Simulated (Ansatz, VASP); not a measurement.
**One calculation of Ti, two programs**

INCAR

```
SYSTEM = Ti
PREC = Accurate
ENCUT = 520
EDIFF = 1E-7
ISMEAR = 0
SIGMA = 0.15
LREAL = .False.
LASPH = .True.
NELM = 80
ALGO = Fast
ISIF = 2
LWAVE = .False.
LCHARG = .False.
NBANDS = 12
```

The input KPOINTS:

```
regular mesh
0
Gamma
  20 20 20
  0 0 0
```

Contents of POSCAR:

```
Ti
1.0
    0.0000000000      2.1405714119      2.0005340298
    2.0355433753      0.0000000000      2.0005340298
    2.0355433753      2.1405714119      0.0000000000
Ti
1
Direct
    0.0000000000      0.0000000000      0.0000000000
```

Input for Ansatz:

```yaml
crystal:
  lattice:
    - [0.0, 2.1405714119, 2.0005340298]
    - [2.0355433753, 0.0, 2.0005340298]
    - [2.0355433753, 2.1405714119, 0.0]
  atoms:
    - { symbol: Ti, position: [0.0, 0.0, 0.0] }
basis:
  ecutwfc: 520.0
kpoints:
  mp_grid: { grid: [20, 20, 20] }
hamiltonian:
  xc: lda
  pseudopotentials: { kind: paw, azcp: { folder: soft_1 } }
scf:
  occupations: { method: gaussian, width: 0.15 }
output:
  forces: true
  stress: true
  eigenvalues: true
```

Change from the starting cell: normal strain along x +0.0175, normal strain along y +0.0700.

Alike in both runs: task single point; functional LDA; k mesh 20 × 20 × 20; occupations gaussian, width 0.15 eV; no spin polarisation.

```csv
,VASP,Ansatz
version,VASP 6.6.1,Ansatz 0.2.0
potentials or method,"VASP PAW LDA potentials, release 64 (Ti_sv), cutoff 520 eV","scalar-relativistic, plane waves, PAW"
valence electrons in the cell,12,12
```

Ansatz gave:

| Property | Result |
| --- | --- |
| gap on the k mesh at the Fermi level (eV) | none |
| pressure (GPa) | -8.9 |
| traceless stress, the component that is largest in VASP (GPa) | -1.17 |

Which values does VASP return?

gap on the k mesh at the Fermi level (eV): none; pressure (GPa): -9.0; traceless stress, the component that is largest in VASP (GPa): -1.17.

Ansatz warns that its potentials were made for another functional, while VASP's fit it. LDA's correlation is that of Perdew and Zunger in VASP and of Perdew and Wang (1992) in Ansatz. A gap of «none» marks a metal or a gap that the smearing closes.
